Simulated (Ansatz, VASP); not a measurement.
**One calculation of InAs, two programs**

File INCAR:

```
ALGO = Normal
EDIFF = 1E-6
ENCUT = 520
GGA = CA
ISIF = 2
ISMEAR = -1
LASPH = True
LCHARG = False
LREAL = False
LWAVE = False
NBANDS = 16
NELM = 80
PREC = Accurate
SIGMA = 0.05
```

Contents of KPOINTS:

```
k-points
0
Gamma
  8 8 8
```

File POSCAR:

```
InAs
1.0
    0.0000000000      2.8185670290      2.8185670290
    2.8185670290      0.0000000000      2.8185670290
    2.8185670290      2.8185670290      0.0000000000
In As
1 1
Direct
    0.5000000000      0.5000000000      0.5000000000
    0.0000000000      0.0000000000      0.0000000000
```

File input.yaml:

```yaml
crystal:
  lattice:
    - [0.0, 2.818567029, 2.818567029]
    - [2.818567029, 0.0, 2.818567029]
    - [2.818567029, 2.818567029, 0.0]
  atoms:
    - { symbol: In, position: [0.5, 0.5, 0.5] }
    - { symbol: As, position: [0.0, 0.0, 0.0] }
hamiltonian:
  xc: lda
  pseudopotentials: { kind: paw }
kpoints:
  mp_grid: { grid: [8, 8, 8] }
scf:
  occupations: { method: fermi_dirac, width: 0.05 }
output:
  forces: true
  stress: true
  eigenvalues: true
  write_density: true
  write_potential: true
  elf: true
  volumetric_format: npy
```

Alike in both runs: task single point; functional LDA; k mesh 8 × 8 × 8; occupations fermi-dirac, width 0.05 eV; no spin polarisation.

```csv
,VASP,Ansatz
version,VASP 6.6.1,Ansatz 0.2.0
potentials or method,"VASP PAW LDA potentials, release 64 (In_d, As)",Ansatz PAW
plane-wave cutoff (eV),520,420
valence electrons in the cell,18,28
```

VASP gave:

- gap on the k mesh at the Fermi level (eV): none
- pressure (GPa): -1.1

**Question.** What did Ansatz give for the same quantities?

**Answer.** gap on the k mesh at the Fermi level (eV): none; pressure (GPa): -1.3.

LDA's correlation is that of Perdew and Zunger in VASP and of Perdew and Wang (1992) in Ansatz. A gap of «none» marks a metal or a gap that the smearing closes. VASP's potentials hold 18 valence electrons a cell and Ansatz's 28, so a difference there can come from the potentials and not from the codes.
